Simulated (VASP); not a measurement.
A run of VASP 6.6.1 is set up as follows.

The input INCAR:

```
SYSTEM = AlN
ALGO = Normal ; EDIFF = 1E-6
ENCUT = 600 ; GGA_COMPAT = .FALSE.
ISIF = 2 ; ISMEAR = 0
LASPH = .TRUE. ; LCHARG = .TRUE.
LELF = .TRUE. ; LREAL = .FALSE.
LVHAR = .TRUE. ; LWAVE = .FALSE.
NBANDS = 11 ; NELM = 120
PREC = Accurate ; SIGMA = 0.02
```

Contents of KPOINTS:

```
k-points
0
G
  10 10 10
  0 0 0
```

The input POSCAR:

```
AlN
1.0
    0.0000000000      2.1330497067      2.1330497067
    2.1330497067      0.0000000000      2.1330497067
    2.1330497067      2.1330497067      0.0000000000
Al N
1 1
Direct
    0.5000000000      0.5000000000      0.5000000000
    0.0000000000      0.0000000000      0.0000000000
```

Potentials or basis: VASP PAW LDA potentials, release 64 (Al, N).

Run with:

```bash
$ cat potpaw_LDA.64/Al/POTCAR potpaw_LDA.64/N/POTCAR > POTCAR
$ mpirun -np 1 vasp_std > vasp.out
```

Task: Estimate the pressure.

Result: -35.1 GPa.

Task: Predict the band gap on the k mesh.

Result: 3.03 eV, indirect (least direct gap 3.63 eV).

Caveat: the cell differs from its parent crystal (functional LDA, strained). A k mesh can miss the band edges.
